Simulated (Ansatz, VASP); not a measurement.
Two plane-wave programs on HfN

```
Hf N
1.0
     0.00000    2.36065    2.25900
     2.36065    0.00000    2.25900
     2.36065    2.36065    0.00000
Hf N
1 1
Cartesian
  0.0000 0.0000 0.0000
  2.3607 2.3607 2.2590
```

Change from the starting cell: strain +0.0450 x Voigt [1, 1, 0, 0, 0, 0], atoms carried along.

Alike in both runs: task single point; functional PBE; k mesh 18 × 18 × 18; occupations gaussian, width 0.15 eV; no spin polarisation.

```csv
,VASP,Ansatz
version,VASP 6.6.1,Ansatz 0.2.0
potentials or method,"VASP PAW PBE potentials, release 64 (Hf_pv, N), cutoff 520 eV","scalar-relativistic, plane waves, PAW"
valence electrons in the cell,15,31
```

Ansatz gave:

```
gap on the k mesh at the Fermi level (eV)                     : none
pressure (GPa)                                                : -14.5
traceless stress, the component that is largest in VASP (GPa) : 10.15
```

Question: What did VASP give for the same quantities?

Answer: gap on the k mesh at the Fermi level (eV): none; pressure (GPa): -16.6; traceless stress, the component that is largest in VASP (GPa): 9.95.

A gap of «none» marks a metal or a gap that the smearing closes. The functional is the same, so the differences come from potentials, cutoffs and numerics. VASP's potentials hold 15 valence electrons a cell and Ansatz's 31, so a difference there can come from the potentials and not from the codes.

Spin-orbit coupling is off throughout.
